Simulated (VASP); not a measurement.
A run of VASP 6.6.1 is set up as follows.

INCAR

```
SYSTEM = V
  ALGO = Fast
  EDIFF = 1E-7
  ENCUT = 520
  GGA = PS
  ISIF = 2
  ISMEAR = 0
  LASPH = .TRUE.
  LCHARG = .TRUE.
  LELF = .TRUE.
  LREAL = .FALSE.
  LVHAR = .TRUE.
  LWAVE = .FALSE.
  NBANDS = 12
  NELM = 80
  PREC = Accurate
  SIGMA = 0.15
```

The input KPOINTS:

```
k-points
0
G
  22 22 22
  0 0 0
```

File POSCAR:

```
V
1.0
   -1.5356950000      1.5356950000      1.4676100000
    1.5356950000     -1.5356950000      1.4676100000
    1.5356950000      1.5356950000     -1.4676100000
V
1
Direct
    0.0000000000      0.0000000000      0.0000000000
```

Potentials or basis: VASP PAW PBE potentials, release 64 (V_sv).

Launch:

```bash
$ cat potpaw_PBE.64/V_sv/POTCAR > POTCAR
$ mpirun -np 1 vasp_std > vasp.out
```

Question: Predict the pressure.

Answer: -11.2 GPa.

Stress tensor (GPa, compression positive):
```
-12.86   0.00   0.00
  0.00 -12.86   0.00
  0.00   0.00  -7.93
```

Caveat: the cell differs from its parent crystal (strain +0.015 along x and y, -0.030 along z); the PAW data sets were made with another functional, which shifts forces and pressure a little.
